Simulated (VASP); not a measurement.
# BeS (F-43m) in VASP: further runs

The runs below take BeS through single point, with r2SCAN.

Everything below comes from runs of VASP 6.6.1. Logs are shortened: lines on timing, memory, paths and dates and some standing lists are left out, and cuts for length are marked.

### Step 1. The cell of the first run

Symmetry: F-43m, No. 216, cubic system. The conventional cell has a = 4.869 Å, b = 4.869 Å, c = 4.869 Å, α = 90.00°, β = 90.00°, γ = 90.00°. Be (site symmetry -43m) has 4 S at 2.11 Å within 2.8 Å. S (site symmetry -43m) has 4 Be at 2.11 Å within 2.8 Å.

### Step 2. Single point, r2SCAN

Contents of POSCAR:

```
BeS
1.0
    0.0000000000      2.4343062304      2.4343062304
    2.4343062304      0.0000000000      2.4343062304
    2.4343062304      2.4343062304      0.0000000000
Be S
1 1
Direct
    0.0000000000      0.0000000000      0.0000000000
    0.2500000000      0.2500000000      0.2500000000
```

Contents of INCAR.step1:

```
SYSTEM = BeS
PREC     = Accurate       ! precision mode
ENCUT    = 520            ! plane-wave cutoff, eV
ISMEAR   = 1              ! smearing method
SIGMA    = 0.05           ! smearing width, eV
LREAL    = .FALSE.        ! projectors in reciprocal space
LASPH    = .TRUE.         ! aspherical terms in the spheres
NELM     = 80             ! most SCF steps
NBANDS   = 11             ! bands
GGA      = PE             ! functional
ALGO     = Normal         ! electronic algorithm
EDIFF    = 1E-4           ! SCF threshold, eV
LWAVE    = .TRUE.         ! write WAVECAR
LCHARG   = .FALSE.        ! write CHGCAR
```

Contents of INCAR.step2:

```
SYSTEM = BeS
PREC     = Accurate       ! precision mode
ENCUT    = 520            ! plane-wave cutoff, eV
EDIFF    = 1E-6           ! SCF threshold, eV
ISMEAR   = 1              ! smearing method
SIGMA    = 0.05           ! smearing width, eV
LREAL    = .FALSE.        ! projectors in reciprocal space
LASPH    = .TRUE.         ! aspherical terms in the spheres
NELM     = 80             ! most SCF steps
ALGO     = Normal         ! electronic algorithm
ISIF     = 2              ! what is computed and relaxed
LWAVE    = .FALSE.        ! write WAVECAR
LCHARG   = .FALSE.        ! write CHGCAR
METAGGA  = R2SCAN         ! meta-GGA
LMIXTAU  = .TRUE.       
NBANDS   = 11             ! bands
ISTART   = 1
```

Contents of KPOINTS:

```
Automatic mesh
0
G
  6 6 6
  0 0 0
```

Potentials or basis: VASP PAW PBE potentials, release 64 (Be, S).

On the command line:

```console
cat potpaw_PBE.64/Be/POTCAR potpaw_PBE.64/S/POTCAR > POTCAR
cp INCAR.step1 INCAR
mpirun -np 1 vasp_std > vasp.out
cp INCAR.step2 INCAR
mpirun -np 1 vasp_std > vasp.out
```

OUTCAR:

```text
SYSTEM = BeS
   PREC = Accurate
   ENCUT = 520
   EDIFF = 1E-6
   ISMEAR = 1
   LREAL = .FALSE.
   LASPH = .TRUE.
   NELM = 80
   ISIF = 2
   METAGGA = R2SCAN
   ISTART = 1

 ion  position               nearest neighbor table
   1  0.000  0.000  0.000-   2 2.11   2 2.11   2 2.11   2 2.11
   2  0.250  0.250  0.250-   1 2.11   1 2.11   1 2.11   1 2.11

  LATTYP: Found a face centered cubic cell.
 ALAT       =     4.8686124608

  Lattice vectors:

 A1 = (   0.0000000000,   2.4343062304,   2.4343062304)
 A2 = (   2.4343062304,   0.0000000000,   2.4343062304)
 A3 = (   2.4343062304,   2.4343062304,   0.0000000000)

Analysis of symmetry for initial positions (statically):
=====================================================================
 Subroutine PRICEL returns:
 Original cell was already a primitive cell.

 Routine SETGRP: Setting up the symmetry group for a
 face centered cubic supercell.

 Subroutine GETGRP returns: Found 24 space group operations
 (whereof 24 operations were pure point group operations)
 out of a pool of 48 trial point group operations.

The static configuration has the point symmetry T_d .

Analysis of symmetry for dynamics (positions and initial velocities):
=====================================================================
 Subroutine PRICEL returns:
 Original cell was already a primitive cell.

 Routine SETGRP: Setting up the symmetry group for a
 face centered cubic supercell.

 Subroutine GETGRP returns: Found 24 space group operations
 (whereof 24 operations were pure point group operations)
 out of a pool of 48 trial point group operations.

The dynamic configuration has the point symmetry T_d .

 Subroutine INISYM returns: Found 24 space group operations
 (whereof 24 operations are pure point group operations),
 and found     1 'primitive' translations

----------------------------------------------------------------------------------------

                                     Primitive cell

  volume of cell :      28.8507

  direct lattice vectors                    reciprocal lattice vectors
     0.000000000  2.434306230  2.434306230    -0.205397330  0.205397330  0.205397330
     2.434306230  0.000000000  2.434306230     0.205397330 -0.205397330  0.205397330
     2.434306230  2.434306230  0.000000000     0.205397330  0.205397330 -0.205397330

[... 79 lines left out ...]
   NFREE  =      0    steps in history (QN), initial steepest desc. (CG)
   ISIF   =      2    stress and relaxation
   ISYM   =      2    0-nonsym 1-usesym 2-fastsym
   POTIM  = 0.5000    time-step for ionic-motion
   TEBEG  =    0.0;   TEEND  =   0.0 temperature during run
   PSTRESS=    0.0 pullay stress
   NELECT =       8.0000    total number of electrons
   NUPDOWN=      -1.0000    fix difference up-down
   EMIN   =  10.00;   EMAX   =-10.00  energy-range for DOS
   EFERMI =   0.00;   METHOD = LEGACY
   ISMEAR =     1;   SIGMA  =   0.05  broadening in eV -4-tet -1-fermi 0-gaus
   EFERMI_NEDOS =   21; number of points for ismear=-14 and -15
   IALGO  =     38    algorithm
   IMIX   =      4    mixing-type and parameters
     AMIX     =   0.40;   BMIX     =  1.00
     AMIX_MAG =   1.60;   BMIX_MAG =  1.00
  volume/ion in A,a.u.               =      14.43        97.35
  Fermi-wavevector in a.u.,A,eV,Ry     =   1.067545  2.017368 15.505918  1.139653
  Thomas-Fermi vector in A             =   2.203165
   LORBIT       =      0    0 simple, 1 ext, 2 COOP (PROOUT), +10 PAW based schemes
   METAGGA = R2SCAN    functional components
   LHFCALC =     F    Hartree Fock is set to
   AEXX    =    0.0000 exact exchange contribution
   IVDW    =     0    specifies the selected vdW correction
   LEPSILON=     F    determine dielectric tensor
   LRPA    =     F    only Hartree local field effects (RPA)
 non-spin polarized calculation
 Methfessel and Paxton  Order N= 1 SIGMA  =   0.05
  energy-cutoff  :      520.00
  volume of cell :       28.85
 maximum number of plane-waves:       791
 NGX is ok and might be reduce to    28
   NGX = 13   NGY = 13   NGZ = 13

 number of electron       7.9999999 magnetization

 Free energy of the ion-electron system (eV)
  ---------------------------------------------------
  ext. energy  EPLUGINS =         0.00000000
  ---------------------------------------------------
  free energy    TOTEN  =       -14.78420811 eV

  energy without entropy =      -14.78424837  energy(sigma->0) =      -14.78422153

 E-fermi :   3.8921     XC(G=0): -10.1328

 val. band max:        3.8500305078   @ k =   0.0000   0.0000   0.0000
 cond. band min:       7.4474965868   @ k =   0.5000   0.5000   0.0000
 fundamental gap:      3.5974660790
 Fermi energy:         3.8921222930

 k-point     1 :       0.0000    0.0000    0.0000
  band No.  band energies     occupation
      1     -10.3670      2.00000
      2       3.8500      2.00001
      3       3.8500      2.00001
      4       3.8500      1.99998
      5      10.1133      0.00000
      6      10.1133      0.00000
      7      10.1133      0.00000
      8      10.4344      0.00000
      9      17.2512      0.00000
     10      17.2512      0.00000
     11      19.6603      0.00000
[... 197 lines left out ...]
 k-point    16 :      -0.3333    0.5000    0.1667
  band No.  band energies     occupation
      1      -8.1219      2.00000
      2      -0.8469      2.00000
      3       0.3850      2.00000
      4       0.6477      2.00000
      5       9.5043      0.00000
      6      11.0641      0.00000
      7      14.6817      0.00000
      8      15.0665      0.00000
      9      19.1228      0.00000
     10      19.4233      0.00000
     11      21.7801      0.00000

------------------------ aborting loop because EDIFF is reached ----------------------------------------

  FORCE on cell =-STRESS in cart. coord.  units (eV):
  Direction    XX          YY          ZZ          XY          YZ          ZX
  --------------------------------------------------------------------------------------
  -------------------------------------------------------------------------------------
  Total        0.0553587      0.0553587      0.0553587      0.0000000     -0.0000000      0.0000000
  in kB        3.0742620      3.0742620      3.0742620      0.0000000     -0.0000000      0.0000000
  external PRESSURE =       3.0742620 kB  Pullay stress =       0.0000000 kB

 VOLUME and BASIS-vectors are now :
 -----------------------------------------------------------------------------
  energy-cutoff  :      520.00
  volume of cell :       28.85
      direct lattice vectors                 reciprocal lattice vectors
     0.000000000  2.434306230  2.434306230    -0.205397330  0.205397330  0.205397330
     2.434306230  0.000000000  2.434306230     0.205397330 -0.205397330  0.205397330
     2.434306230  2.434306230  0.000000000     0.205397330  0.205397330 -0.205397330

 POSITION                                       TOTAL-FORCE (eV/Angst)
 -----------------------------------------------------------------------------------
      0.00000      0.00000      0.00000        -0.000000     -0.000000     -0.000000
      1.21715      1.21715      1.21715         0.000000      0.000000      0.000000
 -----------------------------------------------------------------------------------
    total drift:                                0.000000      0.000000      0.000000

  FREE ENERGIE OF THE ION-ELECTRON SYSTEM (eV)
  ---------------------------------------------------
  free  energy   TOTEN  =       -14.7842081113 eV

  energy  without entropy=      -14.7842483745  energy(sigma->0) =      -14.78422153
```

OUTCAR.step1:

```text
SYSTEM = BeS
   PREC = Accurate
   ENCUT = 520
   ISMEAR = 1
   LREAL = .FALSE.
   LASPH = .TRUE.
[... 435 lines left out ...]
      0.00000      0.00000      0.00000        -0.000000     -0.000000     -0.000000
      1.21715      1.21715      1.21715         0.000000      0.000000      0.000000
 -----------------------------------------------------------------------------------
    total drift:                               -0.000000     -0.000000     -0.000000

  FREE ENERGIE OF THE ION-ELECTRON SYSTEM (eV)
  ---------------------------------------------------
  free  energy   TOTEN  =       -10.0104198748 eV

  energy  without entropy=      -10.0104601380  energy(sigma->0) =      -10.01043330
```

Wall time 64 s (1 thread of AMD EPYC 7R13, shared host); peak memory 0.12 GiB.

What came out:

| Item | Value |
| --- | --- |
| Free energy | -14.7842 eV |
| Pressure | 0.3 GPa |
| Band gap on the k mesh | 3.60 eV, indirect (least direct gap 6.26 eV) |

Levels at points of the mesh, in eV from the valence-band top:
```csv
k point,band 1,band 2,band 3,band 4,band 5,band 6,band 7,band 8,band 9
"(0.00, 0.00, 0.00)",-14.22,0.00,0.00,0.00,6.26,6.26,6.26,6.58,13.40
"(0.50, 0.00, 0.00)",-12.57,-5.88,-1.04,-1.04,6.06,7.14,7.14,12.00,15.68
"(0.50, 0.50, 0.00)",-12.01,-5.13,-2.67,-2.67,3.60,5.39,13.77,13.77,16.61
```

Caveat: the PAW data sets were made with another functional, which shifts forces and pressure a little.

### Step 3. Single point, r2SCAN

POSCAR is that of step 2.

Contents of INCAR.step1:

```
SYSTEM = BeS
ALGO = Normal
EDIFF = 1E-4
ENCUT = 520
GGA = PE
ISMEAR = 0
LASPH = .TRUE.
LCHARG = .FALSE.
LREAL = .FALSE.
LWAVE = .TRUE.
NBANDS = 11
NELM = 60
PREC = Accurate
SIGMA = 0.001
```

Contents of INCAR.step2:

```
SYSTEM = BeS
ALGO = Normal
EDIFF = 1E-6
ENCUT = 520
ISIF = 2
ISMEAR = 0
ISTART = 1
LASPH = .TRUE.
LCHARG = .FALSE.
LMIXTAU = .TRUE.
LREAL = .FALSE.
LWAVE = .FALSE.
METAGGA = R2SCAN
NBANDS = 11
NELM = 60
PREC = Accurate
SIGMA = 0.001
```

Contents of KPOINTS:

```
k-points
0
G
  6 6 6
  0 0 0
```

Potentials or basis: VASP PAW PBE potentials, release 64 (Be, S).

On the command line:

```console
cat potpaw_PBE.64/Be/POTCAR potpaw_PBE.64/S/POTCAR > POTCAR
cp INCAR.step1 INCAR
mpirun -np 1 vasp_std > vasp.out
cp INCAR.step2 INCAR
mpirun -np 1 vasp_std > vasp.out
```

Run time: 59 s. Hardware: 1 thread of AMD EPYC 7R13, shared host; peak memory 0.12 GiB.

The run converged. Its results:

```
Free energy            : -14.7842 eV
Pressure               : 0.3 GPa
Band gap on the k mesh : 3.60 eV, indirect (least direct gap 6.26 eV)
```

Levels at points of the mesh, in eV from the valence-band top:
```csv
k point,band 2,band 3,band 4,band 5,band 6,band 7
"(0.00, 0.00, 0.00)",0.00,0.00,0.00,6.26,6.26,6.26
"(0.50, 0.00, 0.00)",-5.88,-1.04,-1.04,6.06,7.14,7.14
"(0.50, 0.50, 0.00)",-5.13,-2.67,-2.67,3.60,5.39,13.77
```

Caveat: the PAW data sets were made with another functional, which shifts forces and pressure a little.

### Step 4. Single point, r2SCAN

POSCAR is that of step 3.

Contents of INCAR.step1:

```
SYSTEM = BeS
ALGO     = Normal         ! electronic algorithm
EDIFF    = 1E-4           ! SCF threshold, eV
ENCUT    = 520            ! plane-wave cutoff, eV
GGA      = PE             ! functional
ISMEAR   = 0              ! smearing method
LASPH    = .True.         ! aspherical terms in the spheres
LCHARG   = .False.        ! write CHGCAR
LREAL    = .False.        ! projectors in reciprocal space
LWAVE    = .True.         ! write WAVECAR
NBANDS   = 11             ! bands
NELM     = 60             ! most SCF steps
PREC     = Accurate       ! precision mode
SIGMA    = 0.5            ! smearing width, eV
```

Contents of INCAR.step2:

```
SYSTEM = BeS
ALGO     = Normal         ! electronic algorithm
EDIFF    = 1E-6           ! SCF threshold, eV
ENCUT    = 520            ! plane-wave cutoff, eV
ISIF     = 2              ! what is computed and relaxed
ISMEAR   = 0              ! smearing method
ISTART   = 1            
LASPH    = .True.         ! aspherical terms in the spheres
LCHARG   = .True.         ! write CHGCAR
LELF     = .True.         ! ELF
LMIXTAU  = .True.       
LREAL    = .False.        ! projectors in reciprocal space
LVHAR    = .True.       
LWAVE    = .False.        ! write WAVECAR
METAGGA  = R2SCAN         ! meta-GGA
NBANDS   = 11             ! bands
NELM     = 60             ! most SCF steps
PREC     = Accurate       ! precision mode
SIGMA    = 0.5            ! smearing width, eV
```

Contents of KPOINTS:

```
k-points
0
Gamma
  6 6 6
  0 0 0
```

Potentials or basis: VASP PAW PBE potentials, release 64 (Be, S).

On the command line:

```console
cat potpaw_PBE.64/Be/POTCAR potpaw_PBE.64/S/POTCAR > POTCAR
cp INCAR.step1 INCAR
mpirun -np 1 vasp_std > vasp.out
cp INCAR.step2 INCAR
mpirun -np 1 vasp_std > vasp.out
```

OUTCAR:

```text
SYSTEM = BeS
   EDIFF = 1E-6
   ENCUT = 520
   ISIF = 2
   ISMEAR = 0
   ISTART = 1
   LASPH = .True.
   LREAL = .False.
   METAGGA = R2SCAN
   NELM = 60
   PREC = Accurate

 ion  position               nearest neighbor table
   1  0.000  0.000  0.000-   2 2.11   2 2.11   2 2.11   2 2.11
   2  0.250  0.250  0.250-   1 2.11   1 2.11   1 2.11   1 2.11

  LATTYP: Found a face centered cubic cell.
 ALAT       =     4.8686124608

  Lattice vectors:

 A1 = (   0.0000000000,   2.4343062304,   2.4343062304)
 A2 = (   2.4343062304,   0.0000000000,   2.4343062304)
 A3 = (   2.4343062304,   2.4343062304,   0.0000000000)

Analysis of symmetry for initial positions (statically):
=====================================================================
 Subroutine PRICEL returns:
 Original cell was already a primitive cell.

 Routine SETGRP: Setting up the symmetry group for a
 face centered cubic supercell.

 Subroutine GETGRP returns: Found 24 space group operations
 (whereof 24 operations were pure point group operations)
 out of a pool of 48 trial point group operations.

The static configuration has the point symmetry T_d .

Analysis of symmetry for dynamics (positions and initial velocities):
=====================================================================
 Subroutine PRICEL returns:
 Original cell was already a primitive cell.

 Routine SETGRP: Setting up the symmetry group for a
 face centered cubic supercell.

 Subroutine GETGRP returns: Found 24 space group operations
 (whereof 24 operations were pure point group operations)
 out of a pool of 48 trial point group operations.

The dynamic configuration has the point symmetry T_d .

 Subroutine INISYM returns: Found 24 space group operations
 (whereof 24 operations are pure point group operations),
 and found     1 'primitive' translations

----------------------------------------------------------------------------------------

                                     Primitive cell

  volume of cell :      28.8507
[... 107 lines left out ...]
   AEXX    =    0.0000 exact exchange contribution
   IVDW    =     0    specifies the selected vdW correction
   LEPSILON=     F    determine dielectric tensor
   LRPA    =     F    only Hartree local field effects (RPA)
 non-spin polarized calculation
 Gauss-broadening in eV      SIGMA  =   0.50
  energy-cutoff  :      520.00
  volume of cell :       28.85
 maximum number of plane-waves:       791
 NGX is ok and might be reduce to    28
   NGX = 13   NGY = 13   NGZ = 13

 number of electron       7.9999999 magnetization

 Free energy of the ion-electron system (eV)
  ---------------------------------------------------
  ext. energy  EPLUGINS =         0.00000000
  ---------------------------------------------------
  free energy    TOTEN  =       -14.78424837 eV

  energy without entropy =      -14.78424836  energy(sigma->0) =      -14.78424837

 E-fermi :   5.6498     XC(G=0): -10.1328

 val. band max:        3.8500305020   @ k =   0.0000   0.0000   0.0000
 cond. band min:       7.4474965846   @ k =   0.5000   0.5000   0.0000
 fundamental gap:      3.5974660826
 Fermi energy:         5.6498242858

 k-point     1 :       0.0000    0.0000    0.0000
  band No.  band energies     occupation
      1     -10.3670      2.00000
      2       3.8500      2.00000
      3       3.8500      2.00000
      4       3.8500      2.00000
      5      10.1133      0.00000
      6      10.1133      0.00000
      7      10.1133      0.00000
      8      10.4344      0.00000
      9      17.2512      0.00000
     10      17.2512      0.00000
     11      19.6603      0.00000
[... 197 lines left out ...]
 k-point    16 :      -0.3333    0.5000    0.1667
  band No.  band energies     occupation
      1      -8.1219      2.00000
      2      -0.8469      2.00000
      3       0.3850      2.00000
      4       0.6477      2.00000
      5       9.5043      0.00000
      6      11.0641      0.00000
      7      14.6817      0.00000
      8      15.0665      0.00000
      9      19.1228      0.00000
     10      19.4233      0.00000
     11      21.7801      0.00000

------------------------ aborting loop because EDIFF is reached ----------------------------------------

  FORCE on cell =-STRESS in cart. coord.  units (eV):
  Direction    XX          YY          ZZ          XY          YZ          ZX
  --------------------------------------------------------------------------------------
  -------------------------------------------------------------------------------------
  Total        0.0553587      0.0553587      0.0553587      0.0000000      0.0000000      0.0000000
  in kB        3.0742617      3.0742617      3.0742617      0.0000000      0.0000000      0.0000000
  external PRESSURE =       3.0742617 kB  Pullay stress =       0.0000000 kB

 VOLUME and BASIS-vectors are now :
 -----------------------------------------------------------------------------
  energy-cutoff  :      520.00
  volume of cell :       28.85
      direct lattice vectors                 reciprocal lattice vectors
     0.000000000  2.434306230  2.434306230    -0.205397330  0.205397330  0.205397330
     2.434306230  0.000000000  2.434306230     0.205397330 -0.205397330  0.205397330
     2.434306230  2.434306230  0.000000000     0.205397330  0.205397330 -0.205397330

 POSITION                                       TOTAL-FORCE (eV/Angst)
 -----------------------------------------------------------------------------------
      0.00000      0.00000      0.00000        -0.000000     -0.000000     -0.000000
      1.21715      1.21715      1.21715         0.000000      0.000000      0.000000
 -----------------------------------------------------------------------------------
    total drift:                                0.000000      0.000000      0.000000

  FREE ENERGIE OF THE ION-ELECTRON SYSTEM (eV)
  ---------------------------------------------------
  free  energy   TOTEN  =       -14.7842483749 eV

  energy  without entropy=      -14.7842483558  energy(sigma->0) =      -14.78424837
```

It took 54 s on 1 thread of AMD EPYC 7R13, shared host; peak memory 0.12 GiB.

What came out:

```yaml
Free_energy: -14.7842 eV
Pressure: 0.3 GPa
Band_gap_on_the_k_mesh: 3.60 eV, indirect (least direct gap 6.26 eV)
```

Caveat: the PAW data sets were made with another functional, which shifts forces and pressure a little.

### Step 5. Overview

| smearing | gap on the mesh (eV) | pressure (GPa) |
| --- | --- | --- |
| methfessel-paxton 0.05 eV | 3.60 | 0.3 |
| gaussian 0.001 eV | 3.60 | 0.3 |
| gaussian 0.5 eV | 3.60 | 0.3 |

Alike in all rows: task single point; level r2SCAN; potentials or basis VASP PAW PBE potentials, release 64 (Be, S); no spin polarisation; cell as given; k mesh 6 × 6 × 6; cutoff (eV) 520.

On the cell as given the gap runs from 3.60 eV (r2SCAN) to 3.60 eV (r2SCAN).

Caveats: the PAW data sets were made with another functional, which shifts forces and pressure a little.

Total energies depend on the potentials used, so only differences within one code and one set of settings carry meaning.
